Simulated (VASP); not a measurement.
Here is a VASP 6.6.1 calculation.

The input INCAR:

```
  PREC = Accurate
  ENCUT = 520
  EDIFF = 1E-8
  ISMEAR = -1
  SIGMA = 0.05
  LREAL = False
  LASPH = True
  NELM = 60
  ALGO = Normal
  ISIF = 2
  LWAVE = False
  LCHARG = False
  GGA = PE
  LEFG = True
  NBANDS = 16
```

File KPOINTS:

```
Automatic mesh
0
Gamma
  16 16 16
```

File POSCAR:

```
CuO
1.0
    0.0000000000      2.2165655752      2.2618016073
    2.2165655752      0.0000000000      2.2618016073
    2.2165655752      2.2165655752      0.0000000000
Cu O
1 1
Direct
    0.0000000000      0.0000000000      0.0000000000
    0.2500000000      0.2500000000      0.2500000000
```

Potentials or basis: VASP PAW PBE potentials, release 64 (Cu, O).

Run with:

```console
$ cat potpaw_PBE.64/Cu/POTCAR potpaw_PBE.64/O/POTCAR > POTCAR
$ mpirun -np 1 vasp_std > vasp.out
```

Task: What does it give for the pressure?

Result: 6.9 GPa.

Stress tensor (GPa, compression positive):
```
6.92 0.00 0.00
0.00 6.92 0.00
0.00 0.00 6.74
```

Caveat: the cell differs from its parent crystal (x and y stretched by -2 %, z held); without QUAD_EFG the Cq values of the log hold for a quadrupole moment of 1 mb, not for the nuclei; an odd number of electrons without spin polarisation forces a metal; a magnetic or distorted state may lie lower.
